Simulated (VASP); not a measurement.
# Ge (P6_3/mmc) in VASP: a series of runs

Ge is run at these levels: PBEsol; tasks: single point.

All numbers are computed with VASP 6.6.1; they aren't measurements. Logs are shortened: lines on timing, memory, paths and dates and some standing lists are left out, and cuts for length are marked.

## (1) The cell of the first run

It takes space group P6_3/mmc (No. 194, hexagonal). Conventional cell: a = 2.942 Å, b = 2.942 Å, c = 4.829 Å, α = 90.00°, β = 90.00°, γ = 120.00°. Within 3.9 Å of Ge (site symmetry -6m2) lie 12 Ge at 2.94 to 2.95 Å.

This isn't the form of Ge at room conditions, which is diamond.

## (2) Single point, PBEsol

Input file INCAR:

```
SYSTEM = Ge
PREC = Accurate
ENCUT = 520
EDIFF = 1E-7
ISMEAR = 1
SIGMA = 0.05
LREAL = .False.
LASPH = .True.
NELM = 100
ALGO = Normal
ISIF = 2
LWAVE = .False.
LCHARG = .True.
GGA = PS
LELF = .True.
LVHAR = .True.
NBANDS = 21
```

Input file KPOINTS:

```
Automatic mesh
0
Gamma
  17 17 9
  0 0 0
```

Input file POSCAR:

```
Ge
1.0
    2.9422617458      0.0000000000      0.0000000000
   -1.4711308729      2.5480734164      0.0000000000
    0.0000000000      0.0000000000      4.8294825358
Ge
2
Direct
    0.3333333333      0.6666666667      0.2500000000
    0.6666666667      0.3333333333      0.7500000000
```

Potentials or basis: VASP PAW PBE potentials, release 64 (Ge_d).

Started as:

```sh
cat potpaw_PBE.64/Ge_d/POTCAR > POTCAR
mpirun -np 1 vasp_std > vasp.out
```

OUTCAR:

```text
SYSTEM = Ge
   PREC = Accurate
   ENCUT = 520
   EDIFF = 1E-7
   ISMEAR = 1
   LREAL = .False.
   LASPH = .True.
   NELM = 100
   ISIF = 2
   GGA = PS

 ion  position               nearest neighbor table
   1  0.333  0.667  0.250-
   2  0.667  0.333  0.750-

  LATTYP: Found a hexagonal cell.
 ALAT       =     2.9422617458
 C/A-ratio  =     1.6414183893

  Lattice vectors:

 A1 = (   2.9422617458,   0.0000000000,   0.0000000000)
 A2 = (  -1.4711308729,   2.5480734164,   0.0000000000)
 A3 = (   0.0000000000,   0.0000000000,   4.8294825358)

Analysis of symmetry for initial positions (statically):
=====================================================================
 Subroutine PRICEL returns:
 Original cell was already a primitive cell.

 Routine SETGRP: Setting up the symmetry group for a
 hexagonal supercell.

 Subroutine GETGRP returns: Found 24 space group operations
 (whereof 12 operations were pure point group operations)
 out of a pool of 24 trial point group operations.

The static configuration has the point symmetry D_3d.
 The point group associated with its full space group is D_6h.

Analysis of symmetry for dynamics (positions and initial velocities):
=====================================================================
 Subroutine PRICEL returns:
 Original cell was already a primitive cell.

 Routine SETGRP: Setting up the symmetry group for a
 hexagonal supercell.

 Subroutine GETGRP returns: Found 24 space group operations
 (whereof 12 operations were pure point group operations)
 out of a pool of 24 trial point group operations.

The dynamic configuration has the point symmetry D_3d.
 The point group associated with its full space group is D_6h.

 Subroutine INISYM returns: Found 24 space group operations
 (whereof 12 operations are pure point group operations),
 and found     1 'primitive' translations

----------------------------------------------------------------------------------------

                                     Primitive cell

  volume of cell :      36.2071

  direct lattice vectors                    reciprocal lattice vectors
     2.942261746  0.000000000  0.000000000     0.339874588  0.196226685  0.000000000
    -1.471130873  2.548073416  0.000000000     0.000000000  0.392453370  0.000000000
     0.000000000  0.000000000  4.829482536     0.000000000  0.000000000  0.207061521

  length of vectors
     2.942261746  2.942261746  4.829482536     0.392453370  0.392453370  0.207061521

  position of ions in fractional coordinates (direct lattice)
     0.333333333  0.666666667  0.250000000
     0.666666667  0.333333333  0.750000000

  ion indices of the primitive-cell ions
   primitive index   ion index
                 1           1
                 2           2

----------------------------------------------------------------------------------------

 KPOINTS: Automatic mesh

Automatic generation of k-mesh.
 Grid dimensions read from file:
 generate k-points for:   17   17    9

 Generating k-lattice:

  Cartesian coordinates                     Fractional coordinates (reciprocal lattice)
     0.019992623  0.011542746  0.000000000     0.058823529  0.000000000  0.000000000
     0.000000000  0.023085492  0.000000000     0.000000000  0.058823529  0.000000000
     0.000000000  0.000000000  0.023006836     0.000000000  0.000000000  0.111111111

  Length of vectors
     0.023085492  0.023085492  0.023006836

  Shift w.r.t. Gamma in fractional coordinates (k-lattice)
     0.000000000  0.000000000  0.000000000

 Subroutine IBZKPT returns following result:
 ===========================================

 Found    165 irreducible k-points:

 Following reciprocal coordinates:
            Coordinates               Weight
  0.000000  0.000000  0.000000      1.000000
  0.058824 -0.000000  0.000000      6.000000
  0.117647 -0.000000  0.000000      6.000000
  0.176471  0.000000  0.000000      6.000000
  0.235294 -0.000000  0.000000      6.000000
  0.294118  0.000000  0.000000      6.000000
[... 16 lines left out ...]
  0.411765  0.117647  0.000000     12.000000
  0.176471  0.176471  0.000000      6.000000
 [... further k-points ...]
   k-points           NKPTS =    165   k-points in BZ     NKDIM =    165   number of bands    NBANDS=     21
   number of dos      NEDOS =    301   number of ions     NIONS =      2
   total plane-waves  NPLWV =  20736
   dimension x,y,z NGX =    24 NGY =   24 NGZ =   36
   dimension x,y,z NGXF=    48 NGYF=   48 NGZF=   72
   ions per type =               2
   NGX,Y,Z   is equivalent  to a cutoff of  13.56, 13.56, 12.39 a.u.
   NGXF,Y,Z  is equivalent  to a cutoff of  27.12, 27.12, 24.78 a.u.
 SYSTEM =  Ge
   PREC   = accura    normal or accurate (medium, high low for compatibility)
   ISTART =      0    job   : 0-new  1-cont  2-samecut
   ICHARG =      2    charge: 1-file 2-atom 10-const
   ISPIN  =      1    spin polarized calculation?
   LNONCOLLINEAR =      F non collinear calculations
   LSORBIT =      F    spin-orbit coupling
   LASPH  =      T    aspherical Exc in radial PAW
   ENCUT  =  520.0 eV  38.22 Ry    6.18 a.u.   5.47  5.47  8.98*2*pi/ulx,y,z
   NELM   =    100;   NELMIN=  2; NELMDL= -5     # of ELM steps
   EDIFF  = 0.1E-06   stopping-criterion for ELM
   LREAL  =      F    real-space projection
   EDIFFG = 0.1E-05   stopping-criterion for IOM
   NSW    =      0    number of steps for IOM
   IBRION =     -1    ionic relax: 0-MD 1-quasi-New 2-CG
   NFREE  =      0    steps in history (QN), initial steepest desc. (CG)
   ISIF   =      2    stress and relaxation
   ISYM   =      2    0-nonsym 1-usesym 2-fastsym
   POTIM  = 0.5000    time-step for ionic-motion
   TEBEG  =    0.0;   TEEND  =   0.0 temperature during run
   PSTRESS=    0.0 pullay stress
   NELECT =      28.0000    total number of electrons
   NUPDOWN=      -1.0000    fix difference up-down
   EMIN   =  10.00;   EMAX   =-10.00  energy-range for DOS
   EFERMI =   0.00;   METHOD = LEGACY
   ISMEAR =     1;   SIGMA  =   0.05  broadening in eV -4-tet -1-fermi 0-gaus
   EFERMI_NEDOS =   21; number of points for ismear=-14 and -15
   IALGO  =     38    algorithm
   IMIX   =      4    mixing-type and parameters
     AMIX     =   0.40;   BMIX     =  1.00
     AMIX_MAG =   1.60;   BMIX_MAG =  1.00
  volume/ion in A,a.u.               =      18.10       122.17
  Fermi-wavevector in a.u.,A,eV,Ry     =   1.502668  2.839630 30.722086  2.258010
  Thomas-Fermi vector in A             =   2.613878
   LORBIT       =      0    0 simple, 1 ext, 2 COOP (PROOUT), +10 PAW based schemes
   GGA     = PS    functional components
   LHFCALC =     F    Hartree Fock is set to
   AEXX    =    0.0000 exact exchange contribution
   IVDW    =     0    specifies the selected vdW correction
   LEPSILON=     F    determine dielectric tensor
   LRPA    =     F    only Hartree local field effects (RPA)
 non-spin polarized calculation
 Methfessel and Paxton  Order N= 1 SIGMA  =   0.05
  energy-cutoff  :      520.00
  volume of cell :       36.21
 maximum number of plane-waves:      1002
 NGX is ok and might be reduce to    24
   NGX = 11   NGY = 11   NGZ = 17

 number of electron      27.9999957 magnetization

 Free energy of the ion-electron system (eV)
  ---------------------------------------------------
  ext. energy  EPLUGINS =         0.00000000
  ---------------------------------------------------
  free energy    TOTEN  =        -9.33214113 eV

  energy without entropy =       -9.33213679  energy(sigma->0) =       -9.33213969

 E-fermi :   7.1236     XC(G=0): -11.6477

 val. band max:        7.1217564107   @ k =   0.1765   0.1765   0.4444
 cond. band min:       7.1372846125   @ k =   0.3529   0.2353   0.3333
 fundamental gap:      0.0155282018
 Fermi energy:         7.1236367234

 k-point     1 :       0.0000    0.0000    0.0000
  band No.  band energies     occupation
      1     -17.5659      2.00000
      2     -17.5613      2.00000
      3     -17.5558      2.00000
      4     -17.5558      2.00000
      5     -17.5475      2.00000
      6     -17.5475      2.00000
[... 13 lines left out ...]
     20      20.1817      0.00000
     21      21.5699      0.00000

 k-point     2 :       0.0588   -0.0000    0.0000
  band No.  band energies     occupation
      1     -17.5663      2.00000
      2     -17.5627      2.00000
      3     -17.5524      2.00000
      4     -17.5523      2.00000
      5     -17.5463      2.00000
      6     -17.5442      2.00000
[... 13 lines left out ...]
     20      20.0409      0.00000
     21      21.5442      0.00000

 k-point     3 :       0.1176   -0.0000    0.0000
  band No.  band energies     occupation
      1     -17.5728      2.00000
      2     -17.5591      2.00000
      3     -17.5482      2.00000
      4     -17.5425      2.00000
      5     -17.5388      2.00000
      6     -17.5346      2.00000
[... 13 lines left out ...]
     20      21.0069      0.00000
     21      21.2305      0.00000

 k-point     4 :       0.1765    0.0000    0.0000
  band No.  band energies     occupation
      1     -17.5822      2.00000
      2     -17.5550      2.00000
      3     -17.5446      2.00000
      4     -17.5357      2.00000
      5     -17.5316      2.00000
      6     -17.5276      2.00000
[... 13 lines left out ...]
     20      19.9933      0.00000
     21      21.4285      0.00000

 k-point     5 :       0.2353   -0.0000    0.0000
  band No.  band energies     occupation
      1     -17.5927      2.00000
      2     -17.5559      2.00000
      3     -17.5455      2.00000
      4     -17.5375      2.00000
      5     -17.5355      2.00000
      6     -17.5097      2.00000
[... 13 lines left out ...]
     20      19.3164      0.00000
     21      21.0148      0.00000

 k-point     6 :       0.2941    0.0000    0.0000
  band No.  band energies     occupation
      1     -17.6030      2.00000
      2     -17.5591      2.00000
      3     -17.5565      2.00000
      4     -17.5432      2.00000
      5     -17.5244      2.00000
      6     -17.4935      2.00000
[... 13 lines left out ...]
     20      18.9433      0.00000
     21      20.5823      0.00000

 k-point     7 :       0.3529   -0.0000    0.0000
  band No.  band energies     occupation
      1     -17.6120      2.00000
      2     -17.5669      2.00000
      3     -17.5626      2.00000
      4     -17.5482      2.00000
      5     -17.5140      2.00000
      6     -17.5014      2.00000
[... 13 lines left out ...]
     20      18.6785      0.00000
     21      20.2379      0.00000
[... 291 lines left out ...]
      1     -17.5894      2.00000
      2     -17.5602      2.00000
      3     -17.5570      2.00000
      4     -17.5444      2.00000
      5     -17.5289      2.00000
      6     -17.5038      2.00000
[... 13 lines left out ...]
     20      17.4848      0.00000
     21      21.3545      0.00000

 k-point    21 :       0.2941    0.1176    0.0000
  band No.  band energies     occupation
      1     -17.5975      2.00000
      2     -17.5709      2.00000
      3     -17.5545      2.00000
      4     -17.5470      2.00000
      5     -17.5201      2.00000
      6     -17.5021      2.00000
[... 13 lines left out ...]
     20      17.0311      0.00000
     21      21.9129      0.00000

 k-point    22 :       0.3529    0.1176    0.0000
  band No.  band energies     occupation
      1     -17.6035      2.00000
      2     -17.5792      2.00000
      3     -17.5543      2.00000
      4     -17.5485      2.00000
      5     -17.5103      2.00000
      6     -17.5081      2.00000
[... 13 lines left out ...]
     20      16.7276      0.00000
     21      22.2636      0.00000

 k-point    23 :       0.4118    0.1176    0.0000
  band No.  band energies     occupation
      1     -17.6067      2.00000
      2     -17.5836      2.00000
      3     -17.5547      2.00000
      4     -17.5492      2.00000
      5     -17.5115      2.00000
      6     -17.5041      2.00000
[... 13 lines left out ...]
     20      16.5757      0.00000
     21      22.2004      0.00000

 k-point    24 :       0.1765    0.1765    0.0000
  band No.  band energies     occupation
      1     -17.5727      2.00000
      2     -17.5690      2.00000
      3     -17.5592      2.00000
      4     -17.5439      2.00000
      5     -17.5244      2.00000
      6     -17.5156      2.00000
[... 13 lines left out ...]
     20      19.3816      0.00000
     21      20.2995      0.00000

 [... further k-points ...]

------------------------ aborting loop because EDIFF is reached ----------------------------------------

  FORCE on cell =-STRESS in cart. coord.  units (eV):
  Direction    XX          YY          ZZ          XY          YZ          ZX
  --------------------------------------------------------------------------------------
  -------------------------------------------------------------------------------------
  Total        0.1983753      0.1983753      0.1880597      0.0000000      0.0000000     -0.0000000
  in kB        8.7781757      8.7781757      8.3217084      0.0000000      0.0000000     -0.0000000
  external PRESSURE =       8.6260199 kB  Pullay stress =       0.0000000 kB

 VOLUME and BASIS-vectors are now :
 -----------------------------------------------------------------------------
  energy-cutoff  :      520.00
  volume of cell :       36.21
      direct lattice vectors                 reciprocal lattice vectors
     2.942261746  0.000000000  0.000000000     0.339874588  0.196226685  0.000000000
    -1.471130873  2.548073416  0.000000000     0.000000000  0.392453370  0.000000000
     0.000000000  0.000000000  4.829482536     0.000000000  0.000000000  0.207061521

 POSITION                                       TOTAL-FORCE (eV/Angst)
 -----------------------------------------------------------------------------------
     -0.00000      1.69872      1.20737         0.000000     -0.000000      0.000000
      1.47113      0.84936      3.62211        -0.000000      0.000000      0.000000
 -----------------------------------------------------------------------------------
    total drift:                                0.000000     -0.000000      0.000000

  FREE ENERGIE OF THE ION-ELECTRON SYSTEM (eV)
  ---------------------------------------------------
  free  energy   TOTEN  =        -9.3321411350 eV

  energy  without entropy=       -9.3321367934  energy(sigma->0) =       -9.33213969
```

It took 73 s on 1 thread of Intel Xeon 8259CL, shared host; peak memory 0.23 GiB.

What came out:

```yaml
Free_energy: -9.3321 eV
Pressure: 0.9 GPa
Band_gap_on_the_k_mesh: zero (bands 14 and 15 overlap by 10.11 eV)
```

Levels at points of the mesh, in eV from the Fermi level:
```csv
k point,band 11,band 12,band 13,band 14,band 15,band 16,band 17,band 18
"(0.00, 0.00, 0.00)",-13.55,-8.06,-5.83,7.13,7.13,9.08,9.08,9.40
```

Caveat: the PAW data sets were made with another functional, which shifts forces and pressure a little.

(Part 1 of 2 ends here.)
